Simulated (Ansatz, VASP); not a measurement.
**Cu: VASP beside Ansatz**

Contents of INCAR:

```
AGGAC = 1.0 ; AGGAX = 1.0
ALDAC = 0.0 ; ALDAX = 1.0
ALGO = Normal ; EDIFF = 1E-6
ENCUT = 820 ; GGA = B5
GGA_COMPAT = False ; ISIF = 2
ISMEAR = -1 ; IVDW = 12
LASPH = True ; LCHARG = False
LREAL = False ; LWAVE = False
NBANDS = 16 ; NELM = 120
PREC = Accurate ; SIGMA = 0.05
VDW_A1 = 0.4298 ; VDW_A2 = 4.2359
VDW_S6 = 1.0 ; VDW_S8 = 2.6996
```

File KPOINTS:

```
k-points
0
Gamma
  13 13 13
```

POSCAR

```
Cu
1.0
    0.0000000000      1.7706018915      1.7706018915
    1.7706018915      0.0000000000      1.7706018915
    1.7706018915      1.7706018915      0.0000000000
Cu
1
Direct
    0.0000000000      0.0000000000      0.0000000000
```

input.yaml

```yaml
crystal:
  lattice:
    - [0.0, 1.7706018915, 1.7706018915]
    - [1.7706018915, 0.0, 1.7706018915]
    - [1.7706018915, 1.7706018915, 0.0]
  atoms:
    - { symbol: Cu, position: [0.0, 0.0, 0.0] }
hamiltonian:
  xc: blyp
  pseudopotentials: { kind: paw }
  dispersion: d3bj
kpoints:
  mp_grid: { grid: [13, 13, 13] }
scf:
  occupations: { method: fermi_dirac, width: 0.05 }
output:
  forces: true
  stress: true
  eigenvalues: true
```

Alike in both runs: task single point; functional BLYP; dispersion D3(BJ); k mesh 13 × 13 × 13; occupations fermi-dirac, width 0.05 eV; no spin polarisation.

```csv
,VASP,Ansatz
version,VASP 6.6.1,Ansatz 0.2.0
potentials or method,"VASP PAW PBE potentials, release 64 (Cu_sv_GW)",Ansatz PAW
plane-wave cutoff (eV),820,420
valence electrons in the cell,19,19
```

|  | VASP | Ansatz | Ansatz less VASP |
| --- | --- | --- | --- |
| gap on the k mesh at the Fermi level (eV) | none | none | - |
| pressure (GPa) | -1.4 | 0.2 | +1.65 |

VASP's potentials were made for PBE, not for BLYP. A gap of «none» marks a metal or a gap that the smearing closes.
